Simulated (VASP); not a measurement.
Input of a VASP 6.6.1 run:

File POSCAR:

```
BaB6
1.0
    4.2379891100      0.0000000000      0.0000000000
    0.0000000000      4.2379891100      0.0000000000
    0.0000000000      0.0000000000      4.2379891100
Ba B
1 6
Direct
    0.0000000000      0.0000000000      0.0000000000
    0.2056235700      0.5000000000      0.5000000000
    0.5000000000      0.2056235700      0.5000000000
    0.7943764300      0.5000000000      0.5000000000
    0.5000000000      0.7943764300      0.5000000000
    0.5000000000      0.5000000000      0.2056235700
    0.5000000000      0.5000000000      0.7943764300
```

The input INCAR.step1:

```
PREC = Accurate
ENCUT = 520
ISMEAR = -1
SIGMA = 0.1
LREAL = F
LASPH = T
NELM = 60
GGA = PE
ALGO = Normal
EDIFF = 1E-4
LWAVE = T
LCHARG = F
```

INCAR.step2

```
PREC = Accurate
ENCUT = 520
EDIFF = 1E-6
ISMEAR = -1
SIGMA = 0.1
LREAL = F
LASPH = T
NELM = 60
ALGO = Normal
ISIF = 2
LWAVE = F
LCHARG = F
METAGGA = R2SCAN
LMIXTAU = T
IBRION = 2
NSW = 50
EDIFFG = -0.01
ISTART = 1
```

Contents of KPOINTS:

```
regular mesh
0
Gamma
  8 8 8
```

Potentials or basis: VASP PAW PBE potentials, release 64 (Ba_sv, B).

Launch:

```bash
$ cat potpaw_PBE.64/Ba_sv/POTCAR potpaw_PBE.64/B/POTCAR > POTCAR
$ cp INCAR.step1 INCAR
$ mpirun -np 1 vasp_std > vasp.out
$ cp INCAR.step2 INCAR
$ mpirun -np 1 vasp_std > vasp.out
```

(1) What does it give for the energy gained by relaxing?

## Answers

(1) 0.1 meV/atom.
